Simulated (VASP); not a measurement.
## Ho2Sb2N: single point with PBE

The system is Ho2Sb2N.

```
Ho Sb N
1.0
     6.73231    0.00000    0.00000
     0.00000    6.73231    0.00000
     0.00000    0.00000    7.80524
Ho Sb N
4 4 2
Direct
  0.72128 0.27872 0.00000
  0.27872 0.72128 0.00000
  0.22128 0.22128 0.50000
  0.77872 0.77872 0.50000
  0.00000 0.00000 0.20569
  0.50000 0.50000 0.70569
  0.50000 0.50000 0.29431
  0.00000 0.00000 0.79431
  0.00000 0.00000 0.50000
  0.50000 0.50000 0.00000
```

The cell was generated, and may not be a known phase.

| Property | Result |
| --- | --- |
| Program | VASP 6.6.1 |
| Task | single point |
| Functional | PBE |
| Potentials or basis | VASP PAW PBE potentials, release 64 (Ho_3, Sb, N), 4f in core |
| Cutoff | 600 eV |
| k mesh | 3 × 3 × 3 |
| Occupations | gaussian, width 0.2 eV |
| Spin | no spin polarisation |

| Quantity | Value |
| --- | --- |
| Pressure | 0.5 GPa |
| Largest force | 0.149 eV/Å |
| Band gap on the k mesh | zero (bands 33 and 34 overlap by 1.15 eV) |

Forces on the atoms (eV/Å):
```
Ho   0.106 -0.106  0.000
Ho  -0.106  0.106  0.000
Ho   0.106  0.106  0.000
Ho  -0.106 -0.106  0.000
Sb   0.000  0.000 -0.013
Sb   0.000  0.000 -0.013
Sb   0.000  0.000  0.013
Sb   0.000  0.000  0.013
N    0.000  0.000  0.000
N    0.000  0.000  0.000
```

Stress tensor (GPa, compression positive):
```
0.68 0.00 0.00
0.00 0.68 0.00
0.00 0.00 0.15
```

Levels at points of the mesh, in eV from the Fermi level:
```tsv
k point	band 30	band 31	band 32	band 33	band 34	band 35	band 36	band 37	band 38	band 39
(0.00, 0.00, 0.00)	-1.49	-1.11	-1.11	-0.98	-0.98	-0.58	0.20	0.31	0.50	1.78
```

Wall time 2.4 min on 1 thread of Intel(R) Xeon(R) 6975P-C (Granite Rapids) (shared host), peak memory 0.5 GiB.

Caveat: spin-orbit coupling is left out, which moves the levels of the heavy elements; the 4f electrons are frozen in the core, so they carry no moment and show no levels; the run has no spin polarisation, though such a crystal can be magnetic. With open d or f shells a metallic result of PBE can be an artefact of self-interaction; +U or a hybrid may open a gap.
